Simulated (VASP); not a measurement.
# SiC (zincblende type): single point with LDA

The system is SiC (zincblende type).

```
Si C
1.0
     0.00000    1.93994    1.93994
     1.93994    0.00000    1.93994
     1.93994    1.93994    0.00000
Si C
1 1
Direct
  0.00000 0.00000 0.00000
  0.25000 0.25000 0.25000
```

This cell differs from its parent crystal: volume scaled by 0.72, partial waves polarizable.

```yaml
Program: VASP 6.6.1
Task: single point
Functional: LDA
Potentials_or_basis: VASP PAW LDA potentials, release 64 (Si, C)
Cutoff: 520 eV
k_mesh: 17 × 17 × 17
Occupations: fermi-dirac, width 0.05 eV
Spin: no spin polarisation
```

```json
{
  "Pressure": "140.2 GPa",
  "Band gap on the k mesh": "0.98 eV, indirect (least direct gap 4.80 eV)"
}
```

Levels at points of the mesh, in eV from the valence-band top:
```csv
k point,band 1,band 2,band 3,band 4,band 5,band 6,band 7,band 8,band 9
"(0.00, 0.00, 0.00)",-18.29,-0.01,-0.01,-0.01,10.07,10.07,10.07,10.59,16.72
```

Run time: 9.1 s on 1 thread of Intel Xeon 6975P-C, with other jobs on the host, peak memory 0.13 GiB.

 A k mesh can miss the band edges.
